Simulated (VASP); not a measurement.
# NiO (Fm-3m) in VASP: settings compared

Aim: see how the results for NiO move with the level of theory and the settings. Levels: LDA+U, PBE+D3(BJ)+U. Tasks: single point.

All numbers are computed with VASP 6.6.1; they aren't measurements. Logs are shortened: lines on timing, memory, paths and dates and some standing lists are left out, and cuts for length are marked.

### 1 The cell of the first run

The structure is cubic, space group Fm-3m (No. 225). The conventional cell has a = 4.183 Å, b = 4.183 Å, c = 4.183 Å, α = 90.00°, β = 90.00°, γ = 90.00°. Within 2.8 Å of Ni (site symmetry m-3m) lie 6 O at 2.09 Å. O (site symmetry m-3m) has 6 Ni at 2.09 Å within 2.8 Å.

### 2 Single point, LDA+U, collinear spin, ferromagnetic start

The input, INCAR:

```
SYSTEM = NiO
  PREC = Accurate
  ENCUT = 600
  EDIFF = 1E-6
  ISMEAR = 0
  SIGMA = 0.05
  LREAL = .FALSE.
  LASPH = .TRUE.
  NELM = 200
  ALGO = Normal
  ISIF = 2
  LWAVE = .FALSE.
  LCHARG = .FALSE.
  ISPIN = 2
  MAGMOM = 1.89 0
  LORBIT = 11
  LMAXMIX = 4
  LDAU = .TRUE.
  LDAUTYPE = 2
  LDAUL = 2 -1
  LDAUU = 6.2 0
  LDAUJ = 0 0
  LDAUPRINT = 1
  NBANDS = 19
  GGA_COMPAT = .FALSE.
```

The input, KPOINTS:

```
regular mesh
0
G
  10 10 10
  0 0 0
```

The input, POSCAR:

```
NiO
1.0
    0.0000000000      2.0913095126      2.0913095126
    2.0913095126      0.0000000000      2.0913095126
    2.0913095126      2.0913095126      0.0000000000
Ni O
1 1
Direct
    0.0000000000      0.0000000000      0.0000000000
    0.5000000000      0.5000000000      0.5000000000
```

Potentials or basis: VASP PAW LDA potentials, release 64 (Ni, O).

The run is started by

```bash
$ cat potpaw_LDA.64/Ni/POTCAR potpaw_LDA.64/O/POTCAR > POTCAR
$ mpirun -np 1 vasp_std > vasp.out
```

OUTCAR:

```text
SYSTEM = NiO
   PREC = Accurate
   ENCUT = 600
   EDIFF = 1E-6
   ISMEAR = 0
   LREAL = .FALSE.
   LASPH = .TRUE.
   NELM = 200
   ISIF = 2
   ISPIN = 2
   LORBIT = 11

 ion  position               nearest neighbor table
   1  0.000  0.000  0.000-   2 2.09   2 2.09   2 2.09   2 2.09   2 2.09   2 2.09
   2  0.500  0.500  0.500-   1 2.09   1 2.09   1 2.09   1 2.09   1 2.09   1 2.09

  LATTYP: Found a face centered cubic cell.
 ALAT       =     4.1826190252

  Lattice vectors:

 A1 = (   0.0000000000,   2.0913095126,   2.0913095126)
 A2 = (   2.0913095126,   0.0000000000,   2.0913095126)
 A3 = (   2.0913095126,   2.0913095126,   0.0000000000)

Analysis of symmetry for initial positions (statically):
=====================================================================
 Subroutine PRICEL returns:
 Original cell was already a primitive cell.

 Routine SETGRP: Setting up the symmetry group for a
 face centered cubic supercell.

 Subroutine GETGRP returns: Found 48 space group operations
 (whereof 48 operations were pure point group operations)
 out of a pool of 48 trial point group operations.

The static configuration has the point symmetry O_h .

Analysis of symmetry for dynamics (positions and initial velocities):
=====================================================================
 Subroutine PRICEL returns:
 Original cell was already a primitive cell.

 Routine SETGRP: Setting up the symmetry group for a
 face centered cubic supercell.

 Subroutine GETGRP returns: Found 48 space group operations
 (whereof 48 operations were pure point group operations)
 out of a pool of 48 trial point group operations.

The dynamic configuration has the point symmetry O_h .

Analysis of structural, dynamic, and magnetic symmetry:
=====================================================================
 Subroutine PRICEL returns:
 Original cell was already a primitive cell.

 Routine SETGRP: Setting up the symmetry group for a
 face centered cubic supercell.

 Subroutine GETGRP returns: Found 48 space group operations
 (whereof 48 operations were pure point group operations)
 out of a pool of 48 trial point group operations.

The overall configuration has the point symmetry O_h .

 Subroutine INISYM returns: Found 48 space group operations
 (whereof 48 operations are pure point group operations),
 and found     1 'primitive' translations

----------------------------------------------------------------------------------------

                                     Primitive cell

  volume of cell :      18.2930

  direct lattice vectors                    reciprocal lattice vectors
     0.000000000  2.091309513  2.091309513    -0.239084649  0.239084649  0.239084649
     2.091309513  0.000000000  2.091309513     0.239084649 -0.239084649  0.239084649
     2.091309513  2.091309513  0.000000000     0.239084649  0.239084649 -0.239084649

  length of vectors
     2.957558276  2.957558276  2.957558276     0.414106759  0.414106759  0.414106759

  position of ions in fractional coordinates (direct lattice)
     0.000000000  0.000000000  0.000000000
     0.500000000  0.500000000  0.500000000

  ion indices of the primitive-cell ions
   primitive index   ion index
                 1           1
                 2           2

----------------------------------------------------------------------------------------

 KPOINTS: regular mesh

Automatic generation of k-mesh.
[... 64 lines left out ...]
   ENCUT  =  600.0 eV  44.10 Ry    6.64 a.u.   5.91  5.91  5.91*2*pi/ulx,y,z
   NELM   =    200;   NELMIN=  2; NELMDL= -5     # of ELM steps
   EDIFF  = 0.1E-05   stopping-criterion for ELM
   LREAL  =      F    real-space projection
   EDIFFG = 0.1E-04   stopping-criterion for IOM
   NSW    =      0    number of steps for IOM
   IBRION =     -1    ionic relax: 0-MD 1-quasi-New 2-CG
   NFREE  =      0    steps in history (QN), initial steepest desc. (CG)
   ISIF   =      2    stress and relaxation
   ISYM   =      2    0-nonsym 1-usesym 2-fastsym
   POTIM  = 0.5000    time-step for ionic-motion
   TEBEG  =    0.0;   TEEND  =   0.0 temperature during run
   PSTRESS=    0.0 pullay stress
   NELECT =      16.0000    total number of electrons
   NUPDOWN=      -1.0000    fix difference up-down
   EMIN   =  10.00;   EMAX   =-10.00  energy-range for DOS
   EFERMI =   0.00;   METHOD = LEGACY
   ISMEAR =     0;   SIGMA  =   0.05  broadening in eV -4-tet -1-fermi 0-gaus
   EFERMI_NEDOS =   21; number of points for ismear=-14 and -15
   IALGO  =     38    algorithm
   IMIX   =      4    mixing-type and parameters
     AMIX     =   0.40;   BMIX     =  1.00
     AMIX_MAG =   1.60;   BMIX_MAG =  1.00
  volume/ion in A,a.u.               =       9.15        61.72
  Fermi-wavevector in a.u.,A,eV,Ry     =   1.565621  2.958594 33.350161  2.451168
  Thomas-Fermi vector in A             =   2.668070
   LORBIT       =     11    0 simple, 1 ext, 2 COOP (PROOUT), +10 PAW based schemes
 LDA+U is selected, type is set to LDAUTYPE =  2
   angular momentum for each species LDAUL =     2   -1
   U (eV)           for each species LDAUU =   6.2  0.0
   J (eV)           for each species LDAUJ =   0.0  0.0
   GGA     = CA    functional components
   LHFCALC =     F    Hartree Fock is set to
   AEXX    =    0.0000 exact exchange contribution
   IVDW    =     0    specifies the selected vdW correction
   LEPSILON=     F    determine dielectric tensor
   LRPA    =     F    only Hartree local field effects (RPA)
 spin polarized calculation
 Gauss-broadening in eV      SIGMA  =   0.05
  energy-cutoff  :      600.00
  volume of cell :       18.29
 maximum number of plane-waves:       620
   NGX = 11   NGY = 11   NGZ = 11

atom =   1  type =  1  l = 2

 onsite density matrix

spin component  1

  0.9829  0.0000  0.0000  0.0000 -0.0000
  0.0000  0.9829  0.0000  0.0000  0.0000
  0.0000  0.0000  1.0376  0.0000  0.0000
  0.0000  0.0000  0.0000  0.9829  0.0000
 -0.0000  0.0000  0.0000  0.0000  1.0376

spin component  2

  0.9812  0.0000 -0.0000  0.0000  0.0000
  0.0000  0.9812 -0.0000  0.0000  0.0000
 -0.0000 -0.0000  0.1604 -0.0000  0.0000
  0.0000  0.0000 -0.0000  0.9812  0.0000
  0.0000  0.0000  0.0000  0.0000  0.1604

 occupancies and eigenvectors

  o =  0.1604  v =  0.0000  0.0000  0.0000  0.0000  0.0000  0.0000 -0.0000 -0.9799 -0.0000  0.1997      0.0000  0.0000  0.0000  0.0000  0.0000  0.0000  0.0000  0.0000  0.0000  0.0000
  o =  0.1604  v =  0.0000  0.0000  0.0000  0.0000  0.0000  0.0000 -0.0000  0.1997 -0.0000  0.9799      0.0000  0.0000  0.0000  0.0000  0.0000  0.0000  0.0000  0.0000  0.0000  0.0000
  o =  0.9812  v =  0.0000  0.0000  0.0000  0.0000  0.0000  0.0000 -0.2280  0.0000 -0.9737 -0.0000      0.0000  0.0000  0.0000  0.0000  0.0000  0.0000  0.0000  0.0000  0.0000  0.0000
  o =  0.9812  v =  0.0000  0.0000  0.0000  0.0000  0.0000  0.0000  0.9737 -0.0000 -0.2280  0.0000      0.0000  0.0000  0.0000  0.0000  0.0000  0.0000  0.0000  0.0000  0.0000  0.0000
  o =  0.9812  v =  0.0000  0.0000  0.0000  0.0000  0.0000  1.0000  0.0000  0.0000  0.0000  0.0000      0.0000  0.0000  0.0000  0.0000  0.0000  0.0000  0.0000  0.0000  0.0000  0.0000
  o =  0.9829  v =  0.0000  0.8123 -0.0000 -0.5832  0.0000  0.0000  0.0000  0.0000  0.0000  0.0000      0.0000  0.0000  0.0000  0.0000  0.0000  0.0000  0.0000  0.0000  0.0000  0.0000
  o =  0.9829  v =  0.0000 -0.5832 -0.0000 -0.8123 -0.0000  0.0000  0.0000  0.0000  0.0000  0.0000      0.0000  0.0000  0.0000  0.0000  0.0000  0.0000  0.0000  0.0000  0.0000  0.0000
  o =  0.9829  v =  1.0000  0.0000  0.0000  0.0000  0.0000  0.0000  0.0000  0.0000  0.0000  0.0000      0.0000  0.0000  0.0000  0.0000  0.0000  0.0000  0.0000  0.0000  0.0000  0.0000
  o =  1.0376  v =  0.0000 -0.0000 -0.9986  0.0000 -0.0536  0.0000  0.0000  0.0000  0.0000  0.0000      0.0000  0.0000  0.0000  0.0000  0.0000  0.0000  0.0000  0.0000  0.0000  0.0000
  o =  1.0376  v =  0.0000  0.0000  0.0536  0.0000 -0.9986  0.0000  0.0000  0.0000  0.0000  0.0000      0.0000  0.0000  0.0000  0.0000  0.0000  0.0000  0.0000  0.0000  0.0000  0.0000

 number of electron      16.0000005 magnetization       2.0000007

 Free energy of the ion-electron system (eV)
  ---------------------------------------------------
  ext. energy  EPLUGINS =         0.00000000
  ---------------------------------------------------
  free energy    TOTEN  =       -11.60144279 eV

  energy without entropy =      -11.60144279  energy(sigma->0) =      -11.60144279

 E-fermi :   6.7415     XC(G=0): -13.1268

 val. band max:        6.4453144925   @ k =   0.5000   0.0000   0.0000
 cond. band min:       8.2433991016   @ k =   0.0000   0.0000   0.0000
 fundamental gap:      1.7980846092
 Fermi energy:         6.7415399358

 spin component 1

 k-point     1 :       0.0000    0.0000    0.0000
  band No.  band energies     occupation
      1     -12.2417      1.00000
      2       0.5883      1.00000
      3       0.5883      1.00000
      4       1.4783      1.00000
      5       1.4783      1.00000
      6       1.4783      1.00000
[... 1049 lines left out ...]
     18      39.6864      0.00000
     19      39.7863      0.00000

 [... further k-points ...]

------------------------ aborting loop because EDIFF is reached ----------------------------------------

  FORCE on cell =-STRESS in cart. coord.  units (eV):
  Direction    XX          YY          ZZ          XY          YZ          ZX
  --------------------------------------------------------------------------------------
  -------------------------------------------------------------------------------------
  Total       -1.9924439     -1.9924439     -1.9924439      0.0000000      0.0000000      0.0000000
  in kB     -174.5065582   -174.5065582   -174.5065582      0.0000000      0.0000000      0.0000000
  external PRESSURE =    -174.5065582 kB  Pullay stress =       0.0000000 kB

 VOLUME and BASIS-vectors are now :
 -----------------------------------------------------------------------------
  energy-cutoff  :      600.00
  volume of cell :       18.29
      direct lattice vectors                 reciprocal lattice vectors
     0.000000000  2.091309513  2.091309513    -0.239084649  0.239084649  0.239084649
     2.091309513  0.000000000  2.091309513     0.239084649 -0.239084649  0.239084649
     2.091309513  2.091309513  0.000000000     0.239084649  0.239084649 -0.239084649

 POSITION                                       TOTAL-FORCE (eV/Angst)
 -----------------------------------------------------------------------------------
      0.00000      0.00000      0.00000         0.000000      0.000000     -0.000000
      2.09131      2.09131      2.09131         0.000000      0.000000      0.000000
 -----------------------------------------------------------------------------------
    total drift:                                0.000000     -0.000000     -0.000000

  FREE ENERGIE OF THE ION-ELECTRON SYSTEM (eV)
  ---------------------------------------------------
  free  energy   TOTEN  =       -11.6014427930 eV

  energy  without entropy=      -11.6014427930  energy(sigma->0) =      -11.60144279

 total charge

# of ion       s       p       d       tot
------------------------------------------
    1        0.347   0.427   8.259   9.034
    2        1.531   3.448   0.000   4.979
--------------------------------------------------
tot          1.878   3.875   8.259  14.012

 magnetization (x)

# of ion       s       p       d       tot
------------------------------------------
    1        0.010   0.014   1.757   1.780
    2        0.020   0.186   0.000   0.206
--------------------------------------------------
tot          0.029   0.200   1.757   1.986
```

It took 20 s on 1 thread of Intel Xeon 8259CL, shared host; peak memory 0.15 GiB.

Results:

* Free energy: -11.6014 eV
* Pressure: -17.5 GPa
* Band gap on the k mesh: 1.80 eV (least direct gap 2.50 eV)
* Net moment: 2.00 μB per cell
* Site moments: Ni +1.78; O +0.21 μB
* Valence electrons inside the program's atomic spheres: Ni 9.03; O 4.98

Levels at points of the mesh, in eV from the valence-band top:
Spin up:
| k point | band 7 | band 8 | band 9 | band 10 | band 11 | band 12 |
| --- | --- | --- | --- | --- | --- | --- |
| (0.00, 0.00, 0.00) | -1.54 | -1.54 | -1.54 | 2.67 | 17.67 | 17.67 |
| (0.50, 0.00, 0.00) | -3.09 | 0.00 | 0.00 | 6.58 | 10.91 | 14.75 |
| (0.50, 0.50, 0.00) | -4.11 | -2.91 | -2.91 | 6.89 | 11.33 | 11.67 |
Spin down:
```csv
k point,band 5,band 6,band 7,band 8,band 9,band 10
"(0.00, 0.00, 0.00)",-1.14,-1.14,-1.14,1.80,1.80,3.03
"(0.50, 0.00, 0.00)",-2.06,-2.06,-2.05,4.29,4.29,6.80
"(0.50, 0.50, 0.00)",-2.87,-2.53,-2.53,2.23,2.74,7.43
```

Eigenvalues of the final occupation matrices:
```csv
site,spin,trace,eigenvalues
site 1 d,1,5.02,0.98 0.98 0.98 1.04 1.04
site 1 d,2,3.26,0.16 0.16 0.98 0.98 0.98
```

Caveat: the cell stands under tension; a cell with one magnetic atom can't hold antiferromagnetic order, which such compounds often take. The state reached can hang on the start; a lower one may exist.

[end of part 1 of 2]
